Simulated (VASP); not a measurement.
# Ni (Im-3m) in VASP: a series of runs

The runs below take Ni through single point, with PBE.

Program: VASP 6.6.1. These are calculated values, not measurements. Logs are shortened: lines on timing, memory, paths and dates and some standing lists are left out, and cuts for length are marked.

## (1) The cell of the first run

It takes space group Im-3m (No. 229, cubic). Conventional cell: a = 2.828 Å, b = 2.828 Å, c = 2.828 Å, α = 90.00°, β = 90.00°, γ = 90.00°. Within 3.2 Å of Ni (site symmetry m-3m) lie 14 Ni at 2.45 to 2.83 Å.

This isn't the form of Ni at room conditions, which is fcc.

## (2) Single point, PBE, collinear spin, ferromagnetic start (11.31 Å³/atom)

The input, INCAR:

```
SYSTEM = Ni
ALGO = Normal
EDIFF = 1E-6
ENCUT = 520
GGA = PE
ISIF = 2
ISMEAR = 0
ISPIN = 2
LASPH = .True.
LCHARG = .False.
LMAXMIX = 4
LORBIT = 11
LREAL = .False.
LWAVE = .False.
MAGMOM = 0.64
NBANDS = 15
NELM = 150
PREC = Accurate
SIGMA = 0.1
```

The input, KPOINTS:

```
k-points
0
Gamma
  22 22 22
  0 0 0
```

The input, POSCAR:

```
Ni
1.0
   -1.4141044761      1.4141044761      1.4141044761
    1.4141044761     -1.4141044761      1.4141044761
    1.4141044761      1.4141044761     -1.4141044761
Ni
1
Direct
    0.0000000000      0.0000000000      0.0000000000
```

Potentials or basis: VASP PAW PBE potentials, release 64 (Ni).

The run is started by

```bash
$ cat potpaw_PBE.64/Ni/POTCAR > POTCAR
$ mpirun -np 1 vasp_std > vasp.out
```

OUTCAR:

```text
SYSTEM = Ni
   EDIFF = 1E-6
   ENCUT = 520
   GGA = PE
   ISIF = 2
   ISMEAR = 0
   ISPIN = 2
   LASPH = .True.
   LORBIT = 11
   LREAL = .False.
   NELM = 150
   PREC = Accurate

 ion  position               nearest neighbor table
   1  0.000  0.000  0.000-

  LATTYP: Found a body centered cubic cell.
 ALAT       =     2.8282089522

  Lattice vectors:

 A1 = (  -1.4141044761,   1.4141044761,   1.4141044761)
 A2 = (   1.4141044761,  -1.4141044761,   1.4141044761)
 A3 = (   1.4141044761,   1.4141044761,  -1.4141044761)

Analysis of symmetry for initial positions (statically):
=====================================================================
 Subroutine PRICEL returns:
 Original cell was already a primitive cell.

 Routine SETGRP: Setting up the symmetry group for a
 body centered cubic supercell.

 Subroutine GETGRP returns: Found 48 space group operations
 (whereof 48 operations were pure point group operations)
 out of a pool of 48 trial point group operations.

The static configuration has the point symmetry O_h .

Analysis of symmetry for dynamics (positions and initial velocities):
=====================================================================
 Subroutine PRICEL returns:
 Original cell was already a primitive cell.

 Routine SETGRP: Setting up the symmetry group for a
 body centered cubic supercell.

 Subroutine GETGRP returns: Found 48 space group operations
 (whereof 48 operations were pure point group operations)
 out of a pool of 48 trial point group operations.

The dynamic configuration has the point symmetry O_h .

Analysis of structural, dynamic, and magnetic symmetry:
=====================================================================
 Subroutine PRICEL returns:
 Original cell was already a primitive cell.

 Routine SETGRP: Setting up the symmetry group for a
 body centered cubic supercell.

 Subroutine GETGRP returns: Found 48 space group operations
 (whereof 48 operations were pure point group operations)
 out of a pool of 48 trial point group operations.

The overall configuration has the point symmetry O_h .

 Subroutine INISYM returns: Found 48 space group operations
 (whereof 48 operations are pure point group operations),
 and found     1 'primitive' translations

----------------------------------------------------------------------------------------

                                     Primitive cell

  volume of cell :      11.3111

  direct lattice vectors                    reciprocal lattice vectors
    -1.414104476  1.414104476  1.414104476     0.000000000  0.353580664  0.353580664
[... 125 lines left out ...]

 Free energy of the ion-electron system (eV)
  ---------------------------------------------------
  ext. energy  EPLUGINS =         0.00000000
  ---------------------------------------------------
  free energy    TOTEN  =        -5.37461958 eV

  energy without entropy =       -5.36726362  energy(sigma->0) =       -5.37094160

 E-fermi :   8.7089     XC(G=0): -13.0222

 val. band max:        8.7063313421   @ k =  -0.3182   0.3636   0.1818
 cond. band min:       8.7122795240   @ k =  -0.3182   0.3182   0.0909
 fundamental gap:      0.0059481819
 Fermi energy:         8.7088925849

 spin component 1

 k-point     1 :       0.0000    0.0000    0.0000
  band No.  band energies     occupation
      1       0.0926      1.00000
      2       6.5173      1.00000
      3       6.5173      1.00000
      4       6.5173      1.00000
      5       7.8684      1.00000
      6       7.8684      1.00000
      7      34.7685      0.00000
      8      34.7685      0.00000
      9      34.7686      0.00000
     10      39.4091      0.00000
     11      39.4091      0.00000
     12      40.0222      0.00000
     13      40.0222      0.00000
     14      40.0223      0.00000
[... 403 lines left out ...]
      4       7.2083      1.00000
      5       7.6328      1.00000
      6       7.9274      1.00000
      7      27.6209      0.00000
      8      29.3182      0.00000
      9      32.6508      0.00000
     10      34.6769      0.00000
     11      37.6252      0.00000
     12      38.7000      0.00000
     13      43.0145      0.00000
     14      43.6027      0.00000
     15      47.6941      0.00000

 [... further k-points ...]

 spin component 2

 k-point     1 :       0.0000    0.0000    0.0000
  band No.  band energies     occupation
      1       0.0746      1.00000
      2       7.1993      1.00000
      3       7.1993      1.00000
      4       7.1993      1.00000
      5       8.3481      1.00000
      6       8.3481      1.00000
      7      34.6605      0.00000
      8      34.6605      0.00000
      9      34.6605      0.00000
     10      39.3290      0.00000
     11      39.3290      0.00000
     12      40.2003      0.00000
     13      40.2003      0.00000
     14      40.2003      0.00000
[... 403 lines left out ...]
      4       7.9107      1.00000
      5       8.1211      1.00000
      6       8.4137      0.99999
      7      27.6709      0.00000
      8      29.3646      0.00000
      9      32.7553      0.00000
     10      34.6384      0.00000
     11      37.6577      0.00000
     12      38.7594      0.00000
     13      43.0932      0.00000
     14      43.5944      0.00000
     15      47.8231      0.00000

 [... further k-points ...]

------------------------ aborting loop because EDIFF is reached ----------------------------------------

  FORCE on cell =-STRESS in cart. coord.  units (eV):
  Direction    XX          YY          ZZ          XY          YZ          ZX
  --------------------------------------------------------------------------------------
  -------------------------------------------------------------------------------------
  Total       -0.3820073     -0.3820073     -0.3820073      0.0000000      0.0000000      0.0000000
  in kB      -54.1100309    -54.1100309    -54.1100309      0.0000000      0.0000000      0.0000000
  external PRESSURE =     -54.1100309 kB  Pullay stress =       0.0000000 kB

 VOLUME and BASIS-vectors are now :
 -----------------------------------------------------------------------------
  energy-cutoff  :      520.00
  volume of cell :       11.31
      direct lattice vectors                 reciprocal lattice vectors
    -1.414104476  1.414104476  1.414104476     0.000000000  0.353580664  0.353580664
     1.414104476 -1.414104476  1.414104476     0.353580664  0.000000000  0.353580664
     1.414104476  1.414104476 -1.414104476     0.353580664  0.353580664  0.000000000

 POSITION                                       TOTAL-FORCE (eV/Angst)
 -----------------------------------------------------------------------------------
      0.00000      0.00000      0.00000        -0.000000      0.000000      0.000000
 -----------------------------------------------------------------------------------
    total drift:                                0.000000      0.000000      0.000000

  FREE ENERGIE OF THE ION-ELECTRON SYSTEM (eV)
  ---------------------------------------------------
  free  energy   TOTEN  =        -5.3746195837 eV

  energy  without entropy=       -5.3672636203  energy(sigma->0) =       -5.37094160

 total charge

# of ion       s       p       d       tot
------------------------------------------
    1        0.475   0.455   8.318   9.249

 magnetization (x)

# of ion       s       p       d       tot
------------------------------------------
    1       -0.005  -0.017   0.590   0.569
```

OSZICAR:

```text
N       E                     dE             d eps       ncg     rms          rms(c)
DAV:   1     0.331752096839E+02    0.33175E+02   -0.42021E+03 20792   0.851E+02
DAV:   2    -0.485310759709E+01   -0.38028E+02   -0.35406E+02 22522   0.161E+02
DAV:   3    -0.633334084472E+01   -0.14802E+01   -0.14570E+01 24119   0.310E+01
DAV:   4    -0.634292880722E+01   -0.95880E-02   -0.95862E-02 23652   0.238E+00
DAV:   5    -0.634305802212E+01   -0.12921E-03   -0.12921E-03 24671   0.248E-01    0.925E+00
DAV:   6    -0.572591458477E+01    0.61714E+00   -0.13161E+01 28717   0.389E+01    0.593E+00
DAV:   7    -0.538969362853E+01    0.33622E+00   -0.24622E+00 27269   0.152E+01    0.181E+00
DAV:   8    -0.537683029780E+01    0.12863E-01   -0.28844E-02 25772   0.111E+00    0.824E-01
DAV:   9    -0.537495948323E+01    0.18708E-02   -0.16584E-03 32329   0.230E-01    0.234E-01
DAV:  10    -0.537462661396E+01    0.33287E-03   -0.26122E-04 33319   0.827E-02    0.618E-02
DAV:  11    -0.537461901806E+01    0.75959E-05   -0.13775E-04 29931   0.832E-02    0.257E-02
DAV:  12    -0.537461958369E+01   -0.56563E-06   -0.14939E-06 20626   0.120E-02
   1 F= -.53746196E+01 E0= -.53709416E+01  d E =-.735596E-02  mag=     0.5578
```

Run time: 46 s. Hardware: 1 thread of Intel Xeon 6975P-C (Granite Rapids), shared host; peak memory 0.19 GiB.

What came out:

* Free energy: -5.3746 eV
* Pressure: -5.4 GPa
* Net moment: 0.56 μB per cell
* Site moments: Ni +0.57 μB
* Valence electrons inside the program's atomic spheres: Ni 9.25

Caveat: the cell stands under tension.

## (3) Single point, PBE, collinear spin, ferromagnetic start (11.64 Å³/atom)

This run uses another cell than the first one, of 11.64 Å³/atom.

The input, INCAR:

```
SYSTEM = Ni
ALGO     = Normal         ! electronic algorithm
EDIFF    = 1E-6           ! SCF threshold, eV
ENCUT    = 520            ! plane-wave cutoff, eV
GGA      = PE             ! functional
ISIF     = 2              ! what is computed and relaxed
ISMEAR   = 0              ! smearing method
ISPIN    = 2              ! spin polarisation
LASPH    = .TRUE.         ! aspherical terms in the spheres
LCHARG   = .TRUE.         ! write CHGCAR
LELF     = .TRUE.         ! ELF
LMAXMIX  = 4              ! l up to which the mixer works
LORBIT   = 11             ! projections on sites
LREAL    = .FALSE.        ! projectors in reciprocal space
LVHAR    = .TRUE.       
LWAVE    = .FALSE.        ! write WAVECAR
MAGMOM   = 0.64           ! initial moments
NBANDS   = 15             ! bands
NELM     = 150            ! most SCF steps
PREC     = Accurate       ! precision mode
SIGMA    = 0.1            ! smearing width, eV
```

The input, KPOINTS:

```
k-points
0
G
  22 22 22
  0 0 0
```

The input, POSCAR:

```
Ni
1.0
   -1.4277024687      1.4277024687      1.4277024687
    1.4277024687     -1.4277024687      1.4277024687
    1.4277024687      1.4277024687     -1.4277024687
Ni
1
Direct
    0.0000000000      0.0000000000      0.0000000000
```

Potentials or basis: VASP PAW PBE potentials, release 64 (Ni).

The run is started by

```bash
$ cat potpaw_PBE.64/Ni/POTCAR > POTCAR
$ mpirun -np 1 vasp_std > vasp.out
```

It took 56 s on 1 thread of Intel Xeon 6975P-C (Granite Rapids), shared host; peak memory 0.18 GiB.

Results (log left out):

```
Free energy                                           : -5.3592 eV
Pressure                                              : -9.7 GPa
Net moment                                            : 0.57 μB per cell
Site moments                                          : Ni +0.58 μB
Valence electrons inside the program's atomic spheres : Ni 9.20
```

Levels at points of the mesh, in eV from the Fermi level:
Spin up:
```
           k point  band 1  band 2  band 3  band 4  band 5  band 6  band 7  band 8  band 9  band 10
(0.00, 0.00, 0.00)   -8.43   -2.14   -2.14   -2.14   -0.84   -0.84   25.76   25.76   25.76    30.21
(0.50, 0.00, 0.00)   -4.25   -2.96   -0.92   -0.70   -0.12    0.37    5.98   18.50   19.06    22.82
(0.50, 0.50, 0.50)   -3.80   -3.80   -0.32   -0.32   -0.32    9.38    9.38    9.38   15.03    15.03
```
Spin down:
```
           k point  band 2  band 3  band 4  band 5  band 6  band 7  band 8  band 9
(0.00, 0.00, 0.00)   -1.44   -1.44   -1.44   -0.34   -0.34   25.64   25.64   25.64
(0.50, 0.00, 0.00)   -2.32   -0.35   -0.20    0.33    0.67    6.33   18.43   19.16
(0.50, 0.50, 0.50)   -3.47    0.47    0.47    0.47    9.41    9.41    9.41   15.12
```

Caveat: the cell stands under tension.

## (4) Single point, PBE, collinear spin, ferromagnetic start (12.08 Å³/atom)

This run uses another cell than the first one, of 12.08 Å³/atom.

The input, INCAR:

```
PREC = Accurate
ENCUT = 520
EDIFF = 1E-6
ISMEAR = 0
SIGMA = 0.1
LREAL = F
LASPH = T
NELM = 150
ALGO = Normal
ISIF = 2
LWAVE = F
LCHARG = F
ISPIN = 2
MAGMOM = 0.64
LORBIT = 11
LMAXMIX = 4
GGA = PE
NBANDS = 15
```

The input, KPOINTS:

```
regular mesh
0
Gamma
  22 22 22
```

The input, POSCAR:

```
Ni
1.0
   -1.4454397168      1.4454397168      1.4454397168
    1.4454397168     -1.4454397168      1.4454397168
    1.4454397168      1.4454397168     -1.4454397168
Ni
1
Direct
    0.0000000000      0.0000000000      0.0000000000
```

The run is started by

```bash
$ cat potpaw_PBE.64/Ni/POTCAR > POTCAR
$ mpirun -np 1 vasp_std > vasp.out
```

Run time: 58 s. Hardware: 1 thread of Intel Xeon 6975P-C (Granite Rapids), shared host; peak memory 0.19 GiB.

It converged, with:

- Free energy: -5.3261 eV
- Pressure: -14.4 GPa
- Net moment: 0.59 μB per cell
- Site moments: Ni +0.61 μB
- Valence electrons inside the program's atomic spheres: Ni 9.15

Levels at points of the mesh, in eV from the Fermi level:
Spin up:
```tsv
k point	band 2	band 3	band 4	band 5	band 6	band 7	band 8	band 9
(0.00, 0.00, 0.00)	-2.08	-2.08	-2.08	-0.83	-0.83	25.37	25.37	25.37
(0.50, 0.00, 0.00)	-2.85	-0.92	-0.71	-0.17	0.42	5.71	18.16	18.54
(0.50, 0.50, 0.50)	-3.63	-0.36	-0.36	-0.36	9.16	9.16	9.16	14.69
```
Spin down:
```
           k point  band 1  band 2  band 3  band 4  band 5  band 6  band 7  band 8  band 9  band 10
(0.00, 0.00, 0.00)   -8.22   -1.36   -1.36   -1.36   -0.32   -0.32   25.24   25.24   25.24    29.51
(0.50, 0.00, 0.00)   -3.69   -2.19   -0.33   -0.19    0.37    0.65    6.07   18.09   18.64    22.41
(0.50, 0.50, 0.50)   -3.28   -3.28    0.45    0.45    0.45    9.18    9.18    9.18   14.77    14.77
```

Caveat: the cell stands under tension.

## (5) Overview

| cell | gap on the mesh (eV) | pressure (GPa) | moment (μB) |
| --- | --- | --- | --- |
| a = 2.449 Å, angles 109.5°, 1 atom | none | -5.4 | 0.56 |
| a = 2.473 Å, angles 109.5°, 1 atom | none | -9.7 | 0.57 |
| a = 2.504 Å, angles 109.5°, 1 atom | none | -14.4 | 0.59 |

Alike in all rows: task single point; level PBE; potentials or basis VASP PAW PBE potentials, release 64 (Ni); spin collinear, ferromagnetic start; k mesh 22 × 22 × 22; cutoff (eV) 520; smearing gaussian 0.1 eV.

Caveats: the cell stands under tension.

Absolute energies hang on the potentials; compare differences alone.
